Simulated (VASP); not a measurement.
# VSi6Ru2 (Fm-3m) in VASP: a series of runs

VSi6Ru2 is run at these levels: PBE; tasks: single point, relaxation of cell and atoms.

All numbers are computed with VASP 6.6.1; they aren't measurements. Logs are shortened: lines on timing, memory, paths and dates and some standing lists are left out, and cuts for length are marked.

## (1) The cell of the first run

Symmetry: Fm-3m, No. 225, cubic system. The conventional cell has a = 7.529 Å, b = 7.529 Å, c = 7.529 Å, α = 90.00°, β = 90.00°, γ = 90.00°. Within 2.5 Å of V (site symmetry m-3m) lie 6 Si at 1.91 Å. Si (site symmetry 4mm) has 1 V at 1.91 Å within 2.5 Å. Ru (site symmetry -43m) has 12 Si at 2.66 Å and 4 V at 3.26 Å within 3.5 Å.

## (2) Single point, PBE, collinear spin, ferromagnetic start

INCAR

```
SYSTEM = VSi6Ru2
  ALGO = Normal
  EDIFF = 1E-7
  ENCUT = 520
  GGA = PE
  ISIF = 2
  ISMEAR = 0
  ISPIN = 2
  LASPH = .TRUE.
  LCHARG = .FALSE.
  LMAXMIX = 4
  LORBIT = 11
  LREAL = .FALSE.
  LWAVE = .FALSE.
  MAGMOM = 2 0 0 0 0 0 0 0 0
  NBANDS = 46
  NELM = 150
  PREC = Accurate
  SIGMA = 0.1
```

KPOINTS

```
k-points
0
G
  4 4 4
  0 0 0
```

POSCAR

```
VSi6Ru2
1.0
    0.0000000000      3.7643341000      3.7643341000
    3.7643341000      0.0000000000      3.7643341000
    3.7643341000      3.7643341000      0.0000000000
V Si Ru
1 6 2
Direct
    0.0000000000      0.0000000000      0.0000000000
    0.7461645600      0.7461645600      0.2538354400
    0.2538354400      0.7461645600      0.2538354400
    0.7461645600      0.2538354400      0.2538354400
    0.2538354400      0.2538354400      0.7461645600
    0.7461645600      0.2538354400      0.7461645600
    0.2538354400      0.7461645600      0.7461645600
    0.7500000000      0.7500000000      0.7500000000
    0.2500000000      0.2500000000      0.2500000000
```

Potentials or basis: VASP PAW PBE potentials, release 64 (V_sv, Si, Ru_pv).

Started as:

```bash
cat potpaw_PBE.64/V_sv/POTCAR potpaw_PBE.64/Si/POTCAR potpaw_PBE.64/Ru_pv/POTCAR > POTCAR
mpirun -np 1 vasp_std > vasp.out
```

OUTCAR:

```text
SYSTEM = VSi6Ru2
   EDIFF = 1E-7
   ENCUT = 520
   GGA = PE
   ISIF = 2
   ISMEAR = 0
   ISPIN = 2
   LASPH = .TRUE.
   LORBIT = 11
   LREAL = .FALSE.
   NELM = 150
   PREC = Accurate

 ion  position               nearest neighbor table
   1  0.000  0.000  0.000-   2 1.91   3 1.91   4 1.91   5 1.91   6 1.91   7 1.91
   2  0.746  0.746  0.254-   1 1.91   3 2.62   4 2.62   6 2.62   7 2.62   9 2.66   9 2.66   8 2.66
                             8 2.66   6 2.70   7 2.70   4 2.70   3 2.70
   3  0.254  0.746  0.254-   1 1.91   2 2.62   4 2.62   5 2.62   7 2.62   9 2.66   9 2.66   8 2.66
                             8 2.66   5 2.70   4 2.70   2 2.70   7 2.70
   4  0.746  0.254  0.254-   1 1.91   2 2.62   3 2.62   5 2.62   6 2.62   9 2.66   9 2.66   8 2.66
                             8 2.66   6 2.70   5 2.70   2 2.70   3 2.70
   5  0.254  0.254  0.746-   1 1.91   3 2.62   4 2.62   6 2.62   7 2.62   9 2.66   9 2.66   8 2.66
                             8 2.66   3 2.70   4 2.70   6 2.70   7 2.70
   6  0.746  0.254  0.746-   1 1.91   2 2.62   4 2.62   5 2.62   7 2.62   9 2.66   9 2.66   8 2.66
                             8 2.66   4 2.70   5 2.70   2 2.70   7 2.70
   7  0.254  0.746  0.746-   1 1.91   2 2.62   3 2.62   5 2.62   6 2.62   9 2.66   9 2.66   8 2.66
                             8 2.66   5 2.70   6 2.70   2 2.70   3 2.70
   8  0.750  0.750  0.750-   3 2.66   5 2.66   7 2.66   4 2.66   5 2.66   6 2.66   2 2.66   3 2.66
                             4 2.66   2 2.66   6 2.66   7 2.66
   9  0.250  0.250  0.250-   3 2.66   4 2.66   5 2.66   5 2.66   6 2.66   7 2.66   2 2.66   3 2.66
                             7 2.66   2 2.66   4 2.66   6 2.66

  LATTYP: Found a face centered cubic cell.
 ALAT       =     7.5286682000

  Lattice vectors:

 A1 = (   0.0000000000,   3.7643341000,   3.7643341000)
 A2 = (   3.7643341000,   0.0000000000,   3.7643341000)
 A3 = (   3.7643341000,   3.7643341000,   0.0000000000)

Analysis of symmetry for initial positions (statically):
=====================================================================
 Subroutine PRICEL returns:
 Original cell was already a primitive cell.

 Routine SETGRP: Setting up the symmetry group for a
 face centered cubic supercell.

 Subroutine GETGRP returns: Found 48 space group operations
 (whereof 48 operations were pure point group operations)
 out of a pool of 48 trial point group operations.

The static configuration has the point symmetry O_h .

Analysis of symmetry for dynamics (positions and initial velocities):
=====================================================================
 Subroutine PRICEL returns:
 Original cell was already a primitive cell.

 Routine SETGRP: Setting up the symmetry group for a
 face centered cubic supercell.

 Subroutine GETGRP returns: Found 48 space group operations
 (whereof 48 operations were pure point group operations)
 out of a pool of 48 trial point group operations.

The dynamic configuration has the point symmetry O_h .

Analysis of structural, dynamic, and magnetic symmetry:
=====================================================================
 Subroutine PRICEL returns:
 Original cell was already a primitive cell.

 Routine SETGRP: Setting up the symmetry group for a
 face centered cubic supercell.

 Subroutine GETGRP returns: Found 48 space group operations
 (whereof 48 operations were pure point group operations)
 out of a pool of 48 trial point group operations.

The overall configuration has the point symmetry O_h .

 Subroutine INISYM returns: Found 48 space group operations
 (whereof 48 operations are pure point group operations),
 and found     1 'primitive' translations

----------------------------------------------------------------------------------------

                                     Primitive cell

  volume of cell :     106.6828

  direct lattice vectors                    reciprocal lattice vectors
     0.000000000  3.764334100  3.764334100    -0.132825617  0.132825617  0.132825617
     3.764334100  0.000000000  3.764334100     0.132825617 -0.132825617  0.132825617
     3.764334100  3.764334100  0.000000000     0.132825617  0.132825617 -0.132825617

  length of vectors
     5.323572338  5.323572338  5.323572338     0.230060717  0.230060717  0.230060717

  position of ions in fractional coordinates (direct lattice)
     0.000000000  0.000000000  0.000000000
     0.746164560  0.746164560  0.253835440
     0.253835440  0.746164560  0.253835440
     0.746164560  0.253835440  0.253835440
     0.253835440  0.253835440  0.746164560
     0.746164560  0.253835440  0.746164560
     0.253835440  0.746164560  0.746164560
     0.750000000  0.750000000  0.750000000
     0.250000000  0.250000000  0.250000000

  ion indices of the primitive-cell ions
   primitive index   ion index
                 1           1
                 2           2
                 3           3
                 4           4
                 5           5
                 6           6
                 7           7
                 8           8
                 9           9

----------------------------------------------------------------------------------------

 KPOINTS: k-points

Automatic generation of k-mesh.
 Grid dimensions read from file:
 generate k-points for:    4    4    4

 Generating k-lattice:

  Cartesian coordinates                     Fractional coordinates (reciprocal lattice)
    -0.033206404  0.033206404  0.033206404     0.250000000  0.000000000  0.000000000
     0.033206404 -0.033206404  0.033206404     0.000000000  0.250000000  0.000000000
     0.033206404  0.033206404 -0.033206404     0.000000000  0.000000000  0.250000000

  Length of vectors
     0.057515179  0.057515179  0.057515179

  Shift w.r.t. Gamma in fractional coordinates (k-lattice)
     0.000000000  0.000000000  0.000000000

 Subroutine IBZKPT returns following result:
 ===========================================

 Found      8 irreducible k-points:

 Following reciprocal coordinates:
            Coordinates               Weight
  0.000000  0.000000  0.000000      1.000000
  0.250000  0.000000  0.000000      8.000000
  0.500000  0.000000  0.000000      4.000000
  0.250000  0.250000  0.000000      6.000000
  0.500000  0.250000  0.000000     24.000000
 -0.250000  0.250000  0.000000     12.000000
  0.500000  0.500000  0.000000      3.000000
 -0.250000  0.500000  0.250000      6.000000
   k-points           NKPTS =      8   k-points in BZ     NKDIM =      8   number of bands    NBANDS=     46
   number of dos      NEDOS =    301   number of ions     NIONS =      9
   total plane-waves  NPLWV =  64000
   dimension x,y,z NGX =    40 NGY =   40 NGZ =   40
   dimension x,y,z NGXF=    80 NGYF=   80 NGZF=   80
   ions per type =               1   6   2
   NGX,Y,Z   is equivalent  to a cutoff of  12.49, 12.49, 12.49 a.u.
   NGXF,Y,Z  is equivalent  to a cutoff of  24.98, 24.98, 24.98 a.u.
 SYSTEM =  VSi6Ru2
   PREC   = accura    normal or accurate (medium, high low for compatibility)
   ISTART =      0    job   : 0-new  1-cont  2-samecut
   ICHARG =      2    charge: 1-file 2-atom 10-const
   ISPIN  =      2    spin polarized calculation?
   LNONCOLLINEAR =      F non collinear calculations
   LSORBIT =      F    spin-orbit coupling
   LASPH  =      T    aspherical Exc in radial PAW
   ENCUT  =  520.0 eV  38.22 Ry    6.18 a.u.   9.90  9.90  9.90*2*pi/ulx,y,z
   NELM   =    150;   NELMIN=  2; NELMDL= -5     # of ELM steps
   EDIFF  = 0.1E-06   stopping-criterion for ELM
   LREAL  =      F    real-space projection
   EDIFFG = 0.1E-05   stopping-criterion for IOM
   NSW    =      0    number of steps for IOM
   IBRION =     -1    ionic relax: 0-MD 1-quasi-New 2-CG
   NFREE  =      0    steps in history (QN), initial steepest desc. (CG)
   ISIF   =      2    stress and relaxation
   ISYM   =      2    0-nonsym 1-usesym 2-fastsym
   POTIM  = 0.5000    time-step for ionic-motion
   TEBEG  =    0.0;   TEEND  =   0.0 temperature during run
   PSTRESS=    0.0 pullay stress
   NELECT =      65.0000    total number of electrons
   NUPDOWN=      -1.0000    fix difference up-down
   EMIN   =  10.00;   EMAX   =-10.00  energy-range for DOS
   EFERMI =   0.00;   METHOD = LEGACY
   ISMEAR =     0;   SIGMA  =   0.10  broadening in eV -4-tet -1-fermi 0-gaus
   EFERMI_NEDOS =   21; number of points for ismear=-14 and -15
   IALGO  =     38    algorithm
   IMIX   =      4    mixing-type and parameters
     AMIX     =   0.40;   BMIX     =  1.00
     AMIX_MAG =   1.60;   BMIX_MAG =  1.00
  volume/ion in A,a.u.               =      11.85        79.99
  Fermi-wavevector in a.u.,A,eV,Ry     =   1.387867  2.622688 26.207192  1.926174
  Thomas-Fermi vector in A             =   2.512047
   LORBIT       =     11    0 simple, 1 ext, 2 COOP (PROOUT), +10 PAW based schemes
   GGA     = PE    functional components
   LHFCALC =     F    Hartree Fock is set to
   AEXX    =    0.0000 exact exchange contribution
   IVDW    =     0    specifies the selected vdW correction
   LEPSILON=     F    determine dielectric tensor
   LRPA    =     F    only Hartree local field effects (RPA)
 spin polarized calculation
 Gauss-broadening in eV      SIGMA  =   0.10
  energy-cutoff  :      520.00
  volume of cell :      106.68
 maximum number of plane-waves:      2884
   NGX = 19   NGY = 19   NGZ = 19

 number of electron      65.0000021 magnetization       1.4332268

 Free energy of the ion-electron system (eV)
  ---------------------------------------------------
  ext. energy  EPLUGINS =         0.00000000
  ---------------------------------------------------
  free energy    TOTEN  =       -46.99987942 eV

  energy without entropy =      -46.95381708  energy(sigma->0) =      -46.97684825

 E-fermi :  13.5027     XC(G=0): -12.7440

 val. band max:       13.4734736889   @ k =   0.2500   0.2500   0.0000
 cond. band min:      13.5200686240   @ k =   0.5000   0.0000   0.0000
 fundamental gap:      0.0465949351
 Fermi energy:        13.5026624388

 spin component 1

 k-point     1 :       0.0000    0.0000    0.0000
  band No.  band energies     occupation
      1     -49.5217      1.00000
      2     -29.5440      1.00000
      3     -29.5440      1.00000
      4     -29.5440      1.00000
      5     -29.5298      1.00000
      6     -29.5298      1.00000
[... 365 lines left out ...]
     43      18.1081      0.00000
     44      18.9187      0.00000
 Fermi energy:        13.5026624388

 spin component 2

 k-point     1 :       0.0000    0.0000    0.0000
  band No.  band energies     occupation
      1     -49.2787      1.00000
      2     -29.2375      1.00000
      3     -29.2375      1.00000
      4     -29.2375      1.00000
      5     -29.2229      1.00000
      6     -29.2229      1.00000
[... 365 lines left out ...]
     43      18.2609      0.00000
     44      19.0549      0.00000
 [bands above 44 left out]

------------------------ aborting loop because EDIFF is reached ----------------------------------------

  FORCE on cell =-STRESS in cart. coord.  units (eV):
  Direction    XX          YY          ZZ          XY          YZ          ZX
  --------------------------------------------------------------------------------------
  -------------------------------------------------------------------------------------
  Total       33.6782470     33.6782470     33.6782470     -0.0000000      0.0000000      0.0000000
  in kB      505.7845730    505.7845730    505.7845730     -0.0000000      0.0000000      0.0000000
  external PRESSURE =     505.7845730 kB  Pullay stress =       0.0000000 kB

 VOLUME and BASIS-vectors are now :
 -----------------------------------------------------------------------------
  energy-cutoff  :      520.00
  volume of cell :      106.68
      direct lattice vectors                 reciprocal lattice vectors
     0.000000000  3.764334100  3.764334100    -0.132825617  0.132825617  0.132825617
     3.764334100  0.000000000  3.764334100     0.132825617 -0.132825617  0.132825617
     3.764334100  3.764334100  0.000000000     0.132825617  0.132825617 -0.132825617

 POSITION                                       TOTAL-FORCE (eV/Angst)
 -----------------------------------------------------------------------------------
      0.00000      0.00000      0.00000        -0.000000     -0.000000      0.000000
      3.76433      3.76433      5.61763        -0.000000     -0.000000     -9.373023
      3.76433      1.91104      3.76433        -0.000000      9.373023      0.000000
      1.91104      3.76433      3.76433         9.373023     -0.000000      0.000000
      3.76433      3.76433      1.91104        -0.000000     -0.000000      9.373023
      3.76433      5.61763      3.76433        -0.000000     -9.373023      0.000000
      5.61763      3.76433      3.76433        -9.373023     -0.000000      0.000000
      5.64650      5.64650      5.64650        -0.000000     -0.000000      0.000000
      1.88217      1.88217      1.88217        -0.000000     -0.000000     -0.000000
 -----------------------------------------------------------------------------------
    total drift:                               -0.000000     -0.000000     -0.000000

  FREE ENERGIE OF THE ION-ELECTRON SYSTEM (eV)
  ---------------------------------------------------
  free  energy   TOTEN  =       -46.9998794198 eV

  energy  without entropy=      -46.9538170839  energy(sigma->0) =      -46.97684825

 total charge

# of ion       s       p       d       tot
------------------------------------------
    1        2.518   6.498   5.013  14.030
    2        0.783   0.887   0.000   1.670
    3        0.783   0.887   0.000   1.670
    4        0.783   0.887   0.000   1.670
    5        0.783   0.887   0.000   1.670
    6        0.783   0.887   0.000   1.670
    7        0.783   0.887   0.000   1.670
    8        0.336   6.205   6.258  12.799
    9        0.336   6.205   6.258  12.799
--------------------------------------------------
tot          7.887  24.230  17.529  49.645

 magnetization (x)

# of ion       s       p       d       tot
------------------------------------------
    1        0.004   0.028   0.265   0.297
    2        0.015   0.009   0.000   0.025
    3        0.015   0.009   0.000   0.025
    4        0.015   0.009   0.000   0.025
    5        0.015   0.009   0.000   0.025
    6        0.015   0.009   0.000   0.025
    7        0.015   0.009   0.000   0.025
    8        0.012   0.003   0.383   0.398
    9        0.012   0.003   0.383   0.398
--------------------------------------------------
tot          0.119   0.090   1.032   1.241
```

Wall time 2.1 min (1 thread of Intel Xeon Platinum 8259CL at 2.50GHz (Skylake/Cascade Lake), shared host); peak memory 0.31 GiB.

What came out:

```yaml
Free_energy: -46.9999 eV
Pressure: 50.6 GPa
Largest_force: 9.373 eV/Å
Net_moment: 1.43 μB per cell
Site_moments: V +0.30; Si +0.03; Ru +0.40 μB
Valence_electrons_inside_the_program's_atomic_spheres: V 14.03; Si 1.67; Ru 12.80
```

Forces on the atoms (eV/Å):
```
V    0.000  0.000  0.000
Si   0.000  0.000 -9.373
Si   0.000  9.373  0.000
Si   9.373  0.000  0.000
Si   0.000  0.000  9.373
Si   0.000 -9.373  0.000
Si  -9.373  0.000  0.000
Ru   0.000  0.000  0.000
Ru   0.000  0.000  0.000
```

Levels at points of the mesh, in eV from the Fermi level:
Spin up:
```csv
k point,band 30,band 31,band 32,band 33,band 34,band 35,band 36,band 37
"(0.00, 0.00, 0.00)",-1.72,-1.37,0.24,0.24,0.24,0.51,0.51,0.51
"(0.50, 0.00, 0.00)",-1.72,-1.52,-0.53,-0.29,-0.29,0.35,0.35,2.38
"(0.50, 0.50, 0.00)",-1.30,-0.90,-0.28,0.72,0.72,0.95,1.22,1.22
```
Spin down:
```tsv
k point	band 28	band 29	band 30	band 31	band 32	band 33	band 34	band 35	band 36	band 37
(0.00, 0.00, 0.00)	-2.49	-1.54	-1.54	-1.28	0.58	0.58	0.58	0.76	0.76	0.76
(0.50, 0.00, 0.00)	-2.05	-1.56	-1.56	-1.23	-0.40	0.02	0.02	0.55	0.55	2.57
(0.50, 0.50, 0.00)	-1.86	-1.66	-1.00	-0.77	-0.07	0.82	0.82	1.06	1.33	1.42
```

Caveat: the k points lie up to 0.36 Å⁻¹ apart; forces of over 1 eV/Å act on the atoms, so gaps and moduli don't describe the material at rest.

## (3) Single point, PBE, collinear spin, ferromagnetic start

This run uses another cell than the first one, of 14.45 Å³/atom, 1.219 times its volume.

INCAR

```
SYSTEM = VSi6Ru2
ALGO     = Normal         ! electronic algorithm
EDIFF    = 1E-6           ! SCF threshold, eV
ENCUT    = 520            ! plane-wave cutoff, eV
GGA      = PE             ! functional
ISIF     = 2              ! what is computed and relaxed
ISMEAR   = 0              ! smearing method
ISPIN    = 2              ! spin polarisation
LASPH    = .TRUE.         ! aspherical terms in the spheres
LCHARG   = .FALSE.        ! write CHGCAR
LMAXMIX  = 4              ! l up to which the mixer works
LORBIT   = 11             ! projections on sites
LREAL    = .FALSE.        ! projectors in reciprocal space
LWAVE    = .FALSE.        ! write WAVECAR
MAGMOM   = 2 0 0 0 0 0 0 0 0 ! initial moments
NBANDS   = 46             ! bands
NELM     = 150            ! most SCF steps
PREC     = Accurate       ! precision mode
SIGMA    = 0.1            ! smearing width, eV
```

KPOINTS is that of step 2.

POSCAR

```
VSi6Ru2
1.0
    0.0000000000      4.0214517662      4.0214517662
    4.0214517662      0.0000000000      4.0214517662
    4.0214517662      4.0214517662      0.0000000000
V Si Ru
1 6 2
Direct
    0.0000000000      0.0000000000      0.0000000000
    0.7152421311      0.7152421311      0.2847578689
    0.2847578689      0.7152421311      0.2847578689
    0.7152421311      0.2847578689      0.2847578689
    0.2847578689      0.2847578689      0.7152421311
    0.7152421311      0.2847578689      0.7152421311
    0.2847578689      0.7152421311      0.7152421311
    0.7500000000      0.7500000000      0.7500000000
    0.2500000000      0.2500000000      0.2500000000
```

Potentials or basis: VASP PAW PBE potentials, release 64 (V_sv, Si, Ru_pv).

Started as:

```bash
cat potpaw_PBE.64/V_sv/POTCAR potpaw_PBE.64/Si/POTCAR potpaw_PBE.64/Ru_pv/POTCAR > POTCAR
mpirun -np 1 vasp_std > vasp.out
```

It took 2.2 min on 1 thread of Intel Xeon Platinum 8259CL at 2.50GHz (Skylake/Cascade Lake), shared host; peak memory 0.35 GiB.

Results (log left out):

```yaml
Free_energy: -55.9582 eV
Pressure: 0.2 GPa
Largest_force: 0.003 eV/Å
Net_moment: 1.33 μB per cell
Site_moments: V +0.20; Si +0.02; Ru +0.46 μB
Valence_electrons_inside_the_program's_atomic_spheres: V 12.03; Si 1.62; Ru 12.49
```

Forces on the atoms (eV/Å):
```
V    0.000  0.000  0.000
Si   0.000  0.000 -0.003
Si   0.000  0.003  0.000
Si   0.003  0.000  0.000
Si   0.000  0.000  0.003
Si   0.000 -0.003  0.000
Si  -0.003  0.000  0.000
Ru   0.000  0.000  0.000
Ru   0.000  0.000  0.000
```

Levels at points of the mesh, in eV from the Fermi level:
Spin up:
| k point | band 29 | band 30 | band 31 | band 32 | band 33 | band 34 | band 35 | band 36 | band 37 | band 38 |
| --- | --- | --- | --- | --- | --- | --- | --- | --- | --- | --- |
| (0.00, 0.00, 0.00) | -0.97 | -0.97 | -0.70 | 0.04 | 0.04 | 0.04 | 0.79 | 0.79 | 0.79 | 0.89 |
| (0.50, 0.00, 0.00) | -1.11 | -1.11 | -1.02 | -0.53 | -0.08 | -0.08 | -0.07 | -0.07 | 1.81 | 2.63 |
| (0.50, 0.50, 0.00) | -1.08 | -0.97 | -0.87 | 0.26 | 0.26 | 0.27 | 0.97 | 0.97 | 1.01 | 1.01 |
Spin down:
| k point | band 29 | band 30 | band 31 | band 32 | band 33 | band 34 |
| --- | --- | --- | --- | --- | --- | --- |
| (0.00, 0.00, 0.00) | -0.77 | -0.77 | -0.61 | 0.41 | 0.41 | 0.41 |
| (0.50, 0.00, 0.00) | -0.95 | -0.95 | -0.71 | -0.27 | 0.18 | 0.18 |
| (0.50, 0.50, 0.00) | -0.88 | -0.73 | -0.67 | 0.42 | 0.53 | 0.53 |

(Part 1 of 2 ends here.)
